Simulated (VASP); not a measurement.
Input of a VASP 6.6.1 run:

Contents of INCAR:

```
PREC = Accurate
ENCUT = 520
EDIFF = 1E-6
ISMEAR = -1
SIGMA = 0.02
LREAL = F
LASPH = T
NELM = 150
ALGO = Normal
ISIF = 2
LWAVE = F
LCHARG = F
MAGMOM = 0 0 0 0 0 0
LORBIT = 11
LSORBIT = T
GGA_COMPAT = F
LORBMOM = T
LMAXMIX = 4
GGA = PE
NBANDS = 30
```

KPOINTS

```
regular mesh
0
Gamma
  8 8 8
```

File POSCAR:

```
CuI
1.0
    0.0000000000      3.0120290779      3.0120290779
    3.0120290779      0.0000000000      3.0120290779
    3.0120290779      3.0120290779      0.0000000000
Cu I
1 1
Direct
    0.0000000000      0.0000000000      0.0000000000
    0.2500000000      0.2500000000      0.2500000000
```

Potentials or basis: VASP PAW PBE potentials, release 64 (Cu, I).

Run with:

```console
$ cat potpaw_PBE.64/Cu/POTCAR potpaw_PBE.64/I/POTCAR > POTCAR
$ mpirun -np 1 vasp_ncl > vasp.out
```

**Question.** Predict the net moment.

**Answer.** 0.00 μB per cell.

**Question.** Estimate the pressure.

**Answer.** 1.6 GPa.

Moments on the atoms (μB; x, y, z):
```
Cu  0.00 0.00 0.00
I   0.00 0.00 0.00
```
